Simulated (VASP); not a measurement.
A run of VASP 6.6.1 is set up as follows.

Contents of INCAR:

```
ALGO     = Normal         # electronic algorithm
EDIFF    = 1E-6           # SCF threshold, eV
ENCUT    = 500            # plane-wave cutoff, eV
GGA      = PE             # functional
GGA_COMPAT= False        
ISIF     = 2              # what is computed and relaxed
ISMEAR   = 0              # smearing method
LASPH    = True           # aspherical terms in the spheres
LCHARG   = False          # write CHGCAR
LREAL    = False          # projectors in reciprocal space
LWAVE    = False          # write WAVECAR
NBANDS   = 17             # bands
NELM     = 120            # most SCF steps
PREC     = Accurate       # precision mode
SIGMA    = 0.01           # smearing width, eV
```

Contents of KPOINTS:

```
k-points
0
Gamma
  4 4 4
```

File POSCAR:

```
PbS
1.0
    0.0000000000      2.9657500000      2.9657500000
    2.9657500000      0.0000000000      2.9657500000
    2.9657500000      2.9657500000      0.0000000000
Pb S
1 1
Direct
    0.0000000000      0.0000000000      0.0000000000
    0.5000000000      0.5000000000      0.5000000000
```

Potentials or basis: VASP PAW PBE potentials, release 64 (Pb_d, S).

The run is started by

```bash
$ cat potpaw_PBE.64/Pb_d/POTCAR potpaw_PBE.64/S/POTCAR > POTCAR
$ mpirun -np 1 vasp_std > vasp.out
```

Question: Estimate the band gap on the k mesh.

Answer: 0.36 eV, direct.

Question: Estimate the pressure.

Answer: 2.2 GPa.

Caveat: the k points lie up to 0.46 Å⁻¹ apart; spin-orbit coupling is left out, which moves the levels of the heavy elements. A k mesh can miss the band edges.
